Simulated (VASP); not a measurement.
**HfN: single point with PBE**

HfN:

```
Hf N
1.0
     0.00000    2.30025    2.30025
     2.30025    0.00000    2.30025
     2.30025    2.30025    0.00000
Hf N
1 1
Cartesian
  0.0000 0.0000 0.0000
  2.3002 2.3002 2.3002
```

| Item | Value |
| --- | --- |
| Program | VASP 6.6.1 |
| Task | single point |
| Functional | PBE |
| Potentials or basis | VASP PAW PBE potentials, release 64 (Hf_pv, N) |
| Cutoff | 520 eV |
| k mesh | 11 × 11 × 11 |
| Occupations | gaussian, width 0.1 eV |
| Spin | no spin polarisation |

* Pressure: -10.6 GPa

Levels at points of the mesh, in eV from the Fermi level:
| k point | band 6 | band 7 | band 8 | band 9 | band 10 | band 11 |
| --- | --- | --- | --- | --- | --- | --- |
| (0.00, 0.00, 0.00) | -2.90 | -2.90 | -0.27 | -0.27 | -0.27 | 1.35 |

Run time: 25 s on 1 thread of Intel Xeon 6975P-C, with other jobs on the host, peak memory 0.15 GiB.

Caveat: spin-orbit coupling is left out, which moves the levels of the heavy elements.
